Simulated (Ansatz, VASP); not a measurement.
One calculation of Be, two programs

```
CELL_PARAMETERS angstrom
3.51961 0.00000 0.00000
-1.75981 3.04807 0.00000
0.00000 0.00000 2.17583
ATOMIC_POSITIONS crystal
Be 0.00000 0.00000 0.00000
Be 0.33333 0.66667 0.50000
Be 0.66667 0.33333 0.50000
```

Alike in both runs: task single point; functional BLYP; k mesh 12 × 12 × 16; occupations fermi-dirac, width 0.1 eV; no spin polarisation.

```csv
,VASP,Ansatz
version,VASP 6.6.1,Ansatz 0.2.0
potentials or method,"VASP PAW PBE potentials, release 64 (Be), cutoff 520 eV","plane waves (420 eV) with PAW, scalar-relativistic"
valence electrons in the cell,6,6
```

Ansatz gave:

| Property | Result |
| --- | --- |
| pressure (GPa) | 5.0 |
| traceless stress, the component that is largest in VASP (GPa) | -0.58 |

Task: What did VASP give for the same quantities?

Result: Pressure (GPa): 5.0; traceless stress, the component that is largest in VASP (GPa): -0.39.

VASP's potentials were made for PBE, not for BLYP. The functional is the same, so the differences come from potentials, cutoffs and numerics.
